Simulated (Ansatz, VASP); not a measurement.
Two plane-wave programs on As

The input INCAR:

```
ALGO = Normal ; DIPOL = 0.5 0.5 0.500
EDIFF = 1E-7 ; ENCUT = 520
GGA = PE ; IDIPOL = 3
ISIF = 2 ; ISMEAR = 0
IVDW = 12 ; LASPH = T
LCHARG = F ; LDIPOL = T
LREAL = F ; LWAVE = F
NBANDS = 12 ; NELM = 60
PREC = Accurate ; SIGMA = 0.02
```

KPOINTS

```
k-points
0
Gamma
  9 9 1
```

POSCAR

```
As
1.0
    3.7500000000      0.0000000000      0.0000000000
   -1.8750000000      3.2475952642      0.0000000000
    0.0000000000      0.0000000000     28.5742413766
As
2
Direct
    0.3333333333      0.6666666667      0.4947680151
    0.6666666667      0.3333333333      0.5052319849
```

Input for Ansatz:

```yaml
crystal:
  lattice:
    - [3.75, 0.0, 0.0]
    - [-1.875, 3.2475952642, 0.0]
    - [0.0, 0.0, 28.5742413766]
  atoms:
    - { symbol: As, position: [0.3333333333, 0.6666666667, 0.4947680151] }
    - { symbol: As, position: [0.6666666667, 0.3333333333, 0.5052319849] }
  periodic: [true, true, false]
basis:
  ecutwfc: 420
kpoints:
  mp_grid: { grid: [9, 9, 1] }
hamiltonian:
  xc: pbe
  dispersion: d3bj
scf:
  occupations: { method: gaussian, width: 0.02 }
output:
  forces: true
  stress: true
  eigenvalues: true
```

Alike in both runs: task single point; functional PBE; dispersion D3(BJ); k mesh 9 × 9 × 1; occupations gaussian, width 0.02 eV; no spin polarisation.

```csv
,VASP,Ansatz
version,VASP 6.6.1,Ansatz 0.2.0
potentials or method,"VASP PAW PBE potentials, release 64 (As), cutoff 520 eV","scalar-relativistic, plane waves, PAW"
valence electrons in the cell,10,30
```

VASP gave:

- gap on the k mesh at the Fermi level (eV): none
- rms of the force components (eV/Å): 1.083

**Question.** What did Ansatz give for the same quantities?

**Answer.** gap on the k mesh at the Fermi level (eV): none; rms of the force components (eV/Å): 1.063.

Atom by atom the forces differ by 0.020 eV/Å (rms over components). A gap of «none» marks a metal or a gap that the smearing closes. VASP's potentials hold 10 valence electrons a cell and Ansatz's 30, so a difference there can come from the potentials and not from the codes.
